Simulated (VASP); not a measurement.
The system is C.

```
C
1.0
     0.00000    1.72312    1.76516
     1.72312    0.00000    1.76516
     1.72312    1.72312    0.00000
C
2
Direct
  0.50000 0.50000 0.50000
  0.75000 0.75000 0.75000
```

This cell differs from its parent crystal: volume 5.241 Å^3 an atom, c/a of the conventional cell 1.0244.

Base run:

- Program: VASP 6.6.1
- Functional: LDA
- Potentials or basis: VASP PAW LDA potentials, release 64 (C)
- Cutoff: 520 eV
- k mesh: 12 × 12 × 12
- Occupations: gaussian, width 0.05 eV
- Spin: no spin polarisation

Its results: band gap on the k mesh 4.00 eV, indirect (least direct gap 5.54 eV); pressure 27.2 GPa.

The run is repeated on the same cell with these changes: potentials or basis from VASP PAW LDA potentials, release 64 (C) to VASP PAW LDA potentials, release 64 (C_h); cutoff from 520 eV to 910 eV. What comes out?

Band gap on the k mesh 4.01 eV, indirect (least direct gap 5.54 eV); pressure 26.0 GPa.

Caveats: the cutoff is under 1.25 times the usual one of these potentials, so pressure, stress and relaxed cells hold a basis-set (Pulay) error (some runs).

A k mesh can miss the band edges.
